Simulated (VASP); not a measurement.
# SiC (P6_3mc) in VASP: notebook, part 2 of 2

VASP 6.6.1. Earlier steps stand in the parts before.

### Step 3. Single point, HSE06 (epitaxial xy strain -1.0%)

File POSCAR:

```
SiC
1.0
    3.0467794827      0.0000000000      0.0000000000
   -1.5233897414      2.6385884317      0.0000000000
    0.0000000000      0.0000000000     10.0954968298
Si C
4 4
Direct
    0.0000000000      0.0000000000      0.0001642229
    0.3333333333      0.6666666667      0.2501942298
    0.0000000000      0.0000000000      0.5001642229
    0.6666666667      0.3333333333      0.7501942298
    0.0000000000      0.0000000000      0.1870151405
    0.3333333333      0.6666666667      0.4376264069
    0.0000000000      0.0000000000      0.6870151405
    0.6666666667      0.3333333333      0.9376264069
```

File INCAR.step1:

```
SYSTEM = SiC
ALGO     = Normal         ! electronic algorithm
EDIFF    = 1E-5           ! SCF threshold, eV
ENCUT    = 520            ! plane-wave cutoff, eV
GGA      = PE             ! functional
ISIF     = 2              ! what is computed and relaxed
ISMEAR   = 0              ! smearing method
LASPH    = .True.         ! aspherical terms in the spheres
LREAL    = .False.        ! projectors in reciprocal space
LWAVE    = .True.         ! write WAVECAR
NBANDS   = 26             ! bands
NELM     = 60             ! most SCF steps
PREC     = Accurate       ! precision mode
SIGMA    = 0.01           ! smearing width, eV
```

File INCAR.step2:

```
SYSTEM = SiC
ALGO     = Normal         ! electronic algorithm
EDIFF    = 1E-7           ! SCF threshold, eV
ENCUT    = 520            ! plane-wave cutoff, eV
GGA      = PE             ! functional
HFSCREEN = 0.2079         ! screening, 1/A
ISIF     = 2              ! what is computed and relaxed
ISMEAR   = 0              ! smearing method
ISTART   = 1            
LASPH    = .True.         ! aspherical terms in the spheres
LCHARG   = .True.         ! write CHGCAR
LELF     = .True.         ! ELF
LHFCALC  = .True.         ! exact exchange
LREAL    = .False.        ! projectors in reciprocal space
LVHAR    = .True.       
LWAVE    = .False.        ! write WAVECAR
NBANDS   = 26             ! bands
NELM     = 60             ! most SCF steps
PREC     = Accurate       ! precision mode
PRECFOCK = Fast         
SIGMA    = 0.01           ! smearing width, eV
```

File KPOINTS:

```
k-points
0
Gamma
  6 6 2
  0 0 0
```

Potentials or basis: VASP PAW PBE potentials, release 64 (Si, C).

Command:

```
> cat potpaw_PBE.64/Si/POTCAR potpaw_PBE.64/C/POTCAR > POTCAR
> cp INCAR.step1 INCAR
> mpirun -np 1 vasp_std > vasp.out
> cp INCAR.step2 INCAR
> mpirun -np 1 vasp_std > vasp.out
```

OUTCAR:

```text
SYSTEM = SiC
   EDIFF = 1E-7
   ENCUT = 520
   GGA = PE
   HFSCREEN = 0.2079
   ISIF = 2
   ISMEAR = 0
   ISTART = 1
   LASPH = .True.
   LHFCALC = .True.
   LREAL = .False.
   NELM = 60
   PREC = Accurate
   PRECFOCK = Fast

 ion  position               nearest neighbor table
   1  0.000  0.000  0.000-   8 1.87   8 1.87   8 1.87   5 1.89   4 3.08   4 3.08   4 3.08   2 3.08
                             2 3.08   2 3.08
[... 625 lines left out ...]
  -------------------------------------------------------------------------------------
  Total        2.5662863      2.5662863     -0.8872770     -0.0000000      0.0000000     -0.0000000
  in kB       50.6611820     50.6611820    -17.5157790     -0.0000000      0.0000000     -0.0000000
  external PRESSURE =      27.9355283 kB  Pullay stress =       0.0000000 kB

 VOLUME and BASIS-vectors are now :
 -----------------------------------------------------------------------------
  energy-cutoff  :      520.00
  volume of cell :       81.16
      direct lattice vectors                 reciprocal lattice vectors
     3.046779483  0.000000000  0.000000000     0.328215418  0.189495260  0.000000000
    -1.523389741  2.638588432  0.000000000     0.000000000  0.378990519  0.000000000
     0.000000000  0.000000000 10.095496830     0.000000000  0.000000000  0.099054065

 POSITION                                       TOTAL-FORCE (eV/Angst)
 -----------------------------------------------------------------------------------
      0.00000      0.00000      0.00166        -0.000000      0.000000     -0.010114
     -0.00000      1.75906      2.52584        -0.000000      0.000000     -0.004711
      0.00000      0.00000      5.04941         0.000000     -0.000000     -0.010114
      1.52339      0.87953      7.57358        -0.000000      0.000000     -0.004711
      0.00000      0.00000      1.88801        -0.000000      0.000000      0.008699
     -0.00000      1.75906      4.41806         0.000000     -0.000000      0.006127
      0.00000      0.00000      6.93576        -0.000000     -0.000000      0.008699
      1.52339      0.87953      9.46580        -0.000000     -0.000000      0.006127
 -----------------------------------------------------------------------------------
    total drift:                                0.000000      0.000000     -0.000116

  FREE ENERGIE OF THE ION-ELECTRON SYSTEM (eV)
  ---------------------------------------------------
  free  energy   TOTEN  =       -69.6641387894 eV

  energy  without entropy=      -69.6641387894  energy(sigma->0) =      -69.66413879
```

OUTCAR.step1:

```text
SYSTEM = SiC
   EDIFF = 1E-5
   ENCUT = 520
   GGA = PE
   ISIF = 2
   ISMEAR = 0
[... 645 lines left out ...]
      0.00000      0.00000      1.88801         0.000000     -0.000000     -0.005422
     -0.00000      1.75906      4.41806         0.000000     -0.000000     -0.010945
      0.00000      0.00000      6.93576         0.000000      0.000000     -0.005422
      1.52339      0.87953      9.46580        -0.000000      0.000000     -0.010945
 -----------------------------------------------------------------------------------
    total drift:                                0.000000      0.000000      0.000530

  FREE ENERGIE OF THE ION-ELECTRON SYSTEM (eV)
  ---------------------------------------------------
  free  energy   TOTEN  =       -60.1462479257 eV

  energy  without entropy=      -60.1462479257  energy(sigma->0) =      -60.14624793
```

OSZICAR.step1:

```text
N       E                     dE             d eps       ncg     rms          rms(c)
DAV:   1     0.738031871490E+02    0.73803E+02   -0.14532E+04   728   0.109E+03
DAV:   2    -0.607051945266E+02   -0.13451E+03   -0.12392E+03   980   0.196E+02
DAV:   3    -0.677196270965E+02   -0.70144E+01   -0.69656E+01   978   0.414E+01
DAV:   4    -0.678042469332E+02   -0.84620E-01   -0.84528E-01   920   0.532E+00
DAV:   5    -0.678056682986E+02   -0.14214E-02   -0.14208E-02   966   0.651E-01    0.180E+01
DAV:   6    -0.603709857216E+02    0.74347E+01   -0.19639E+01   912   0.195E+01    0.818E+00
DAV:   7    -0.601803196056E+02    0.19067E+00   -0.22280E+00   996   0.669E+00    0.347E+00
DAV:   8    -0.601486843632E+02    0.31635E-01   -0.11997E-01   882   0.164E+00    0.103E+00
DAV:   9    -0.601456855786E+02    0.29988E-02   -0.17644E-02   882   0.716E-01    0.160E-01
DAV:  10    -0.601461657496E+02   -0.48017E-03   -0.14131E-03   924   0.186E-01    0.777E-02
DAV:  11    -0.601462466588E+02   -0.80909E-04   -0.17730E-04   862   0.829E-02    0.165E-02
DAV:  12    -0.601462479257E+02   -0.12669E-05   -0.76110E-06   654   0.150E-02
   1 F= -.60146248E+02 E0= -.60146248E+02  d E =-.407896E-41
```

Wall time 38 min (1 thread of Intel Xeon Platinum 8259CL at 2.50GHz (Skylake/Cascade Lake), shared host); peak memory 0.32 GiB.

Results:

| Property | Result |
| --- | --- |
| Free energy | -69.6641 eV |
| Pressure | 2.8 GPa |
| Largest force | 0.010 eV/Å |
| Band gap on the k mesh | 3.07 eV (least direct gap 4.36 eV) |

Forces on the atoms (eV/Å):
```
Si   0.000  0.000 -0.010
Si   0.000  0.000 -0.005
Si   0.000  0.000 -0.010
Si   0.000  0.000 -0.005
C    0.000  0.000  0.009
C    0.000  0.000  0.006
C    0.000  0.000  0.009
C    0.000  0.000  0.006
```

Caveat: the cell differs from its parent crystal (epitaxial xy strain -1.0%); the PAW data sets were made with another functional, which shifts forces and pressure a little.

### Step 4. Single point, HSE06 (epitaxial xy strain -3.0%)

File POSCAR:

```
SiC
1.0
    2.9852283820      0.0000000000      0.0000000000
   -1.4926141910      2.5852836149      0.0000000000
    0.0000000000      0.0000000000     10.1343944590
Si C
4 4
Direct
    0.0000000000      0.0000000000      0.0008645021
    0.3333333333      0.6666666667      0.2508640425
    0.0000000000      0.0000000000      0.5008645021
    0.6666666667      0.3333333333      0.7508640425
    0.0000000000      0.0000000000      0.1863790325
    0.3333333333      0.6666666667      0.4368924229
    0.0000000000      0.0000000000      0.6863790325
    0.6666666667      0.3333333333      0.9368924229
```

File INCAR.step1:

```
SYSTEM = SiC
ALGO = Normal ; EDIFF = 1E-5
ENCUT = 520 ; GGA = PE
ISIF = 2 ; ISMEAR = 0
LASPH = .True. ; LCHARG = .False.
LREAL = .False. ; LWAVE = .True.
NBANDS = 26 ; NELM = 60
PREC = Accurate ; SIGMA = 0.01
```

File INCAR.step2:

```
SYSTEM = SiC
ALGO = Normal ; EDIFF = 1E-6
ENCUT = 520 ; GGA = PE
HFSCREEN = 0.2079 ; ISIF = 2
ISMEAR = 0 ; ISTART = 1
LASPH = .True. ; LCHARG = .False.
LHFCALC = .True. ; LREAL = .False.
LWAVE = .False. ; NBANDS = 26
NELM = 60 ; PREC = Accurate
PRECFOCK = Fast ; SIGMA = 0.01
```

KPOINTS is that of step 3.

Command:

```
> cat potpaw_PBE.64/Si/POTCAR potpaw_PBE.64/C/POTCAR > POTCAR
> cp INCAR.step1 INCAR
> mpirun -np 1 vasp_std > vasp.out
> cp INCAR.step2 INCAR
> mpirun -np 1 vasp_std > vasp.out
```

Wall time 35 min (1 thread of Intel Xeon Platinum 8259CL at 2.50GHz (Skylake/Cascade Lake), shared host); peak memory 0.32 GiB.

The run converged. Its results:

- Free energy: -69.4120 eV
- Pressure: 12.6 GPa
- Band gap on the k mesh: 2.89 eV (least direct gap 4.26 eV)

Stress tensor (GPa, compression positive):
```
19.75  0.00  0.00
 0.00 19.75  0.00
 0.00  0.00 -1.70
```

Levels at points of the mesh, in eV from the valence-band top:
```
           k point  band 14  band 15  band 16  band 17  band 18  band 19
(0.00, 0.00, 0.00)    -0.47     0.00     0.00     7.19     7.41     7.79
(0.50, 0.00, 0.00)    -2.65    -2.07    -1.37     2.89     3.37     5.51
(0.00, 0.00, 0.50)    -0.20    -0.20    -0.20     7.46     7.46     8.49
(0.50, 0.00, 0.50)    -3.02    -1.80    -1.80     3.54     3.54     5.25
```

Caveat: the cell differs from its parent crystal (epitaxial xy strain -3.0%); the cell stands under pressure; the PAW data sets were made with another functional, which shifts forces and pressure a little.

### Step 5. Single point, HSE06

This run uses another cell than the first one, of 10.33 Å³/atom.

File POSCAR:

```
SiC
1.0
    3.0775550330      0.0000000000      0.0000000000
   -1.5387775165      2.6652408402      0.0000000000
    0.0000000000      0.0000000000     10.0767227861
Si C
4 4
Direct
    0.0000000000      0.0000000000     -0.0001405667
    0.3333333333      0.6666666667      0.2499083817
    0.0000000000      0.0000000000      0.4998594333
    0.6666666667      0.3333333333      0.7499083817
    0.0000000000      0.0000000000      0.1872833963
    0.3333333333      0.6666666667      0.4379487887
    0.0000000000      0.0000000000      0.6872833963
    0.6666666667      0.3333333333      0.9379487887
```

File INCAR.step1:

```
SYSTEM = SiC
PREC = Accurate ; ENCUT = 520
EDIFF = 1E-5 ; ISMEAR = 0
SIGMA = 0.01 ; LREAL = .FALSE.
LASPH = .TRUE. ; NELM = 60
ALGO = Normal ; ISIF = 2
LWAVE = .TRUE. ; LCHARG = .FALSE.
GGA = PE ; NBANDS = 26
```

File INCAR.step2:

```
SYSTEM = SiC
PREC = Accurate ; ENCUT = 520
EDIFF = 1E-7 ; ISMEAR = 0
SIGMA = 0.01 ; LREAL = .FALSE.
LASPH = .TRUE. ; NELM = 60
ALGO = Normal ; ISIF = 2
LWAVE = .FALSE. ; LCHARG = .FALSE.
GGA = PE ; LHFCALC = .TRUE.
HFSCREEN = 0.2079 ; PRECFOCK = Fast
ISTART = 1 ; NBANDS = 26
```

File KPOINTS:

```
regular mesh
0
G
  6 6 2
  0 0 0
```

Potentials or basis: VASP PAW PBE potentials, release 64 (Si, C).

Command:

```
> cat potpaw_PBE.64/Si/POTCAR potpaw_PBE.64/C/POTCAR > POTCAR
> cp INCAR.step1 INCAR
> mpirun -np 1 vasp_std > vasp.out
> cp INCAR.step2 INCAR
> mpirun -np 1 vasp_std > vasp.out
```

OUTCAR:

```text
SYSTEM = SiC
   PREC = Accurate
   ENCUT = 520
   EDIFF = 1E-7
   ISMEAR = 0
   LREAL = .FALSE.
   LASPH = .TRUE.
   NELM = 60
   ISIF = 2
   GGA = PE
   LHFCALC = .TRUE.
   HFSCREEN = 0.2079
   PRECFOCK = Fast
   ISTART = 1

 ion  position               nearest neighbor table
   1  0.000  0.000  1.000-   8 1.88   8 1.88   8 1.88   5 1.89   4 3.08   4 3.08   4 3.08   2 3.08
                             2 3.08   2 3.08
   2  0.333  0.667  0.250-   5 1.89   5 1.89   5 1.89   6 1.89   3 3.08   3 3.08   3 3.08   1 3.08
                             1 3.08   1 3.08
[... 624 lines left out ...]
  Total       -0.7429334     -0.7429334     -0.8952596      0.0000000     -0.0000000      0.0000000
  in kB      -14.4012054    -14.4012054    -17.3539357      0.0000000     -0.0000000      0.0000000
  external PRESSURE =     -15.3854488 kB  Pullay stress =       0.0000000 kB

 VOLUME and BASIS-vectors are now :
 -----------------------------------------------------------------------------
  energy-cutoff  :      520.00
  volume of cell :       82.65
      direct lattice vectors                 reciprocal lattice vectors
     3.077555033  0.000000000  0.000000000     0.324933263  0.187600307  0.000000000
    -1.538777516  2.665240840  0.000000000     0.000000000  0.375200614  0.000000000
     0.000000000  0.000000000 10.076722786     0.000000000  0.000000000  0.099238614

 POSITION                                       TOTAL-FORCE (eV/Angst)
 -----------------------------------------------------------------------------------
      0.00000      0.00000     10.07531        -0.000000      0.000000     -0.014625
     -0.00000      1.77683      2.51826         0.000000     -0.000000     -0.006764
      0.00000      0.00000      5.03694         0.000000      0.000000     -0.014625
      1.53878      0.88841      7.55662         0.000000      0.000000     -0.006764
      0.00000      0.00000      1.88720         0.000000      0.000000      0.012529
     -0.00000      1.77683      4.41309         0.000000      0.000000      0.008860
      0.00000      0.00000      6.92556        -0.000000     -0.000000      0.012529
      1.53878      0.88841      9.45145        -0.000000      0.000000      0.008860
 -----------------------------------------------------------------------------------
    total drift:                               -0.000000      0.000000      0.000008

  FREE ENERGIE OF THE ION-ELECTRON SYSTEM (eV)
  ---------------------------------------------------
  free  energy   TOTEN  =       -69.6847065395 eV

  energy  without entropy=      -69.6847065395  energy(sigma->0) =      -69.68470654
```

OUTCAR.step1:

```text
SYSTEM = SiC
   PREC = Accurate
   ENCUT = 520
   EDIFF = 1E-5
   ISMEAR = 0
   LREAL = .FALSE.
   LASPH = .TRUE.
   NELM = 60
[... 644 lines left out ...]
     -0.00000      1.77683      4.41309        -0.000000      0.000000      0.001557
      0.00000      0.00000      6.92556        -0.000000     -0.000000      0.007870
      1.53878      0.88841      9.45145         0.000000      0.000000      0.001557
 -----------------------------------------------------------------------------------
    total drift:                               -0.000000     -0.000000      0.000282

  FREE ENERGIE OF THE ION-ELECTRON SYSTEM (eV)
  ---------------------------------------------------
  free  energy   TOTEN  =       -60.2123730388 eV

  energy  without entropy=      -60.2123730388  energy(sigma->0) =      -60.21237304
```

OSZICAR.step1:

```text
N       E                     dE             d eps       ncg     rms          rms(c)
DAV:   1     0.769642529960E+02    0.76964E+02   -0.14494E+04   728   0.110E+03
DAV:   2    -0.603052450655E+02   -0.13727E+03   -0.12793E+03   994   0.196E+02
DAV:   3    -0.675688571572E+02   -0.72636E+01   -0.72055E+01   990   0.413E+01
DAV:   4    -0.676619024584E+02   -0.93045E-01   -0.92902E-01   920   0.546E+00
DAV:   5    -0.676634956185E+02   -0.15932E-02   -0.15924E-02   972   0.678E-01    0.177E+01
DAV:   6    -0.604108254980E+02    0.72527E+01   -0.19449E+01   910   0.193E+01    0.796E+00
DAV:   7    -0.602457830096E+02    0.16504E+00   -0.21635E+00  1000   0.655E+00    0.342E+00
DAV:   8    -0.602148150744E+02    0.30968E-01   -0.11732E-01   888   0.163E+00    0.102E+00
DAV:   9    -0.602117792193E+02    0.30359E-02   -0.17995E-02   898   0.717E-01    0.161E-01
DAV:  10    -0.602122834287E+02   -0.50421E-03   -0.14577E-03   928   0.188E-01    0.792E-02
DAV:  11    -0.602123710963E+02   -0.87668E-04   -0.19467E-04   880   0.863E-02    0.166E-02
DAV:  12    -0.602123730388E+02   -0.19425E-05   -0.81338E-06   656   0.155E-02
   1 F= -.60212373E+02 E0= -.60212373E+02  d E =-.241367E-32
```

Wall time 53 min (1 thread of Oxide Virtual Turin-like, shared host); peak memory 0.3 GiB.

What came out:

```
Free energy            : -69.6847 eV
Pressure               : -1.5 GPa
Largest force          : 0.015 eV/Å
Band gap on the k mesh : 3.14 eV (least direct gap 4.38 eV)
```

Forces in eV/Å, atoms in the order of the input:
```
Si   0.000  0.000 -0.015
Si   0.000  0.000 -0.007
Si   0.000  0.000 -0.015
Si   0.000  0.000 -0.007
C    0.000  0.000  0.013
C    0.000  0.000  0.009
C    0.000  0.000  0.013
C    0.000  0.000  0.009
```

Caveat: the PAW data sets were made with another functional, which shifts forces and pressure a little.

### Step 6. Single point, HSE06 (epitaxial xy strain -2.0%)

File POSCAR:

```
SiC
1.0
    3.0160039324      0.0000000000      0.0000000000
   -1.5080019662      2.6119360233      0.0000000000
    0.0000000000      0.0000000000     10.1147403814
Si C
4 4
Direct
    0.0000000000      0.0000000000      0.0004988879
    0.3333333333      0.6666666667      0.2505128233
    0.0000000000      0.0000000000      0.5004988879
    0.6666666667      0.3333333333      0.7505128233
    0.0000000000      0.0000000000      0.1867146946
    0.3333333333      0.6666666667      0.4372735942
    0.0000000000      0.0000000000      0.6867146946
    0.6666666667      0.3333333333      0.9372735942
```

File INCAR.step1:

```
PREC = Accurate
ENCUT = 520
EDIFF = 1E-5
ISMEAR = 0
SIGMA = 0.01
LREAL = False
LASPH = True
NELM = 80
ALGO = Normal
ISIF = 2
LWAVE = True
LCHARG = False
NBANDS = 26
GGA = PE
```

File INCAR.step2:

```
PREC = Accurate
ENCUT = 520
EDIFF = 1E-6
ISMEAR = 0
SIGMA = 0.01
LREAL = False
LASPH = True
NELM = 80
ALGO = Normal
ISIF = 2
LWAVE = False
LCHARG = False
GGA = PE
LHFCALC = True
HFSCREEN = 0.2079
PRECFOCK = Fast
NBANDS = 26
ISTART = 1
```

File KPOINTS:

```
Automatic mesh
0
Gamma
  6 6 2
```

Potentials or basis: VASP PAW PBE potentials, release 64 (Si, C).

Command:

```
> cat potpaw_PBE.64/Si/POTCAR potpaw_PBE.64/C/POTCAR > POTCAR
> cp INCAR.step1 INCAR
> mpirun -np 1 vasp_std > vasp.out
> cp INCAR.step2 INCAR
> mpirun -np 1 vasp_std > vasp.out
```

Run time: 51 min. Hardware: 1 thread of Oxide Virtual Turin-like, shared host; peak memory 0.29 GiB.

The run converged. Its results:

* Free energy: -69.5748 eV
* Pressure: 7.5 GPa
* Largest force: 0.005 eV/Å
* Band gap on the k mesh: 2.99 eV (least direct gap 4.31 eV)

Forces in eV/Å, atoms in the order of the input:
```
Si   0.000  0.000 -0.005
Si   0.000  0.000 -0.003
Si   0.000  0.000 -0.005
Si   0.000  0.000 -0.003
C    0.000  0.000  0.005
C    0.000  0.000  0.003
C    0.000  0.000  0.005
C    0.000  0.000  0.003
```

Stress tensor (GPa, compression positive):
```
12.12  0.00  0.00
 0.00 12.12  0.00
 0.00  0.00 -1.74
```

Levels at points of the mesh, in eV from the valence-band top:
| k point | band 13 | band 14 | band 15 | band 16 | band 17 | band 18 | band 19 | band 20 |
| --- | --- | --- | --- | --- | --- | --- | --- | --- |
| (0.00, 0.00, 0.00) | -0.59 | -0.31 | 0.00 | 0.00 | 6.93 | 7.49 | 7.51 | 8.11 |
| (0.50, 0.00, 0.00) | -2.65 | -2.63 | -1.94 | -1.32 | 2.99 | 3.36 | 5.44 | 5.89 |
| (0.00, 0.00, 0.50) | -0.21 | -0.21 | -0.21 | -0.21 | 7.14 | 7.14 | 8.49 | 8.49 |
| (0.50, 0.00, 0.50) | -2.90 | -2.90 | -1.77 | -1.77 | 3.58 | 3.58 | 5.26 | 5.26 |

Caveat: the cell differs from its parent crystal (epitaxial xy strain -2.0%); the cell stands under pressure; the PAW data sets were made with another functional, which shifts forces and pressure a little. A k mesh can miss the band edges.

### Step 7. Summary

```tsv
cell	gap on the mesh (eV)	pressure (GPa)	largest force (eV/Å)
a = 3.108, b = 3.108, c = 10.060 Å, angles 90.0, 90.0, 120.0°, 8 atoms, atomic positions A	3.15	-5.5	0.02
a = 3.047, b = 3.047, c = 10.095 Å, angles 90.0, 90.0, 120.0°, 8 atoms, atomic positions A	3.07	2.8	0.01
a = 2.985, b = 2.985, c = 10.134 Å, angles 90.0, 90.0, 120.0°, 8 atoms, atomic positions B	2.89	12.6	-
a = 3.078, b = 3.078, c = 10.077 Å, angles 90.0, 90.0, 120.0°, 8 atoms, atomic positions A	3.14	-1.5	0.01
a = 3.016, b = 3.016, c = 10.115 Å, angles 90.0, 90.0, 120.0°, 8 atoms, atomic positions B	2.99	7.5	-
```

Alike in all rows: task single point; level HSE06; potentials or basis VASP PAW PBE potentials, release 64 (Si, C); no spin polarisation; k mesh 6 × 6 × 2; cutoff (eV) 520; smearing gaussian 0.01 eV.

Caveats: the PAW data sets were made with another functional, which shifts forces and pressure a little; the cell stands under pressure (at least some runs); the cell stands under tension (at least some runs).

Absolute energies hang on the potentials; compare differences alone.
